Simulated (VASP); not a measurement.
A run of VASP 6.6.1:

The input POSCAR:

```
Zn4Se3S
1.0
    5.5956730367      0.0000000000      0.0000000000
    0.0000000000      5.5956730367      0.0000000000
    0.0000000000      0.0000000000      5.5956730367
S Zn Se
1 4 3
Direct
    0.0000000000      0.0000000000      0.0000000000
    0.7564764079      0.7564764079      0.7564764079
    0.2435235921      0.2435235921      0.7564764079
    0.2435235921      0.7564764079      0.2435235921
    0.7564764079      0.2435235921      0.2435235921
    0.5000000000      0.5000000000      0.0000000000
    0.5000000000      0.0000000000      0.5000000000
    0.0000000000      0.5000000000      0.5000000000
```

INCAR.step1

```
SYSTEM = Zn4Se3S
PREC = Accurate ; ENCUT = 520
ISMEAR = 0 ; SIGMA = 0.01
LREAL = .False. ; LASPH = .True.
NELM = 100 ; NBANDS = 46
GGA = PE ; ALGO = Normal
EDIFF = 1E-4 ; LWAVE = .True.
LCHARG = .False.
```

File INCAR.step2:

```
SYSTEM = Zn4Se3S
PREC = Accurate ; ENCUT = 520
EDIFF = 1E-7 ; ISMEAR = 0
SIGMA = 0.01 ; LREAL = .False.
LASPH = .True. ; NELM = 100
ALGO = Normal ; ISIF = 2
LWAVE = .False. ; LCHARG = .False.
METAGGA = R2SCAN ; LMIXTAU = .True.
NBANDS = 46 ; ISTART = 1
```

KPOINTS

```
regular mesh
0
Gamma
  6 6 6
  0 0 0
```

Potentials or basis: VASP PAW PBE potentials, release 64 (S, Zn, Se).

Launch:

```sh
$ cat potpaw_PBE.64/S/POTCAR potpaw_PBE.64/Zn/POTCAR potpaw_PBE.64/Se/POTCAR > POTCAR
$ cp INCAR.step1 INCAR
$ mpirun -np 1 vasp_std > vasp.out
$ cp INCAR.step2 INCAR
$ mpirun -np 1 vasp_std > vasp.out
```

Hardware: 1 thread of Intel(R) Xeon(R) 6975P-C (Granite Rapids), on a shared host.

Question: Estimate the wall time of this run.

Answer: Run time: 4.6 min on 1 thread of Intel(R) Xeon(R) 6975P-C (Granite Rapids), on a shared host, peak memory 0.36 GiB. Counts: k points 20.
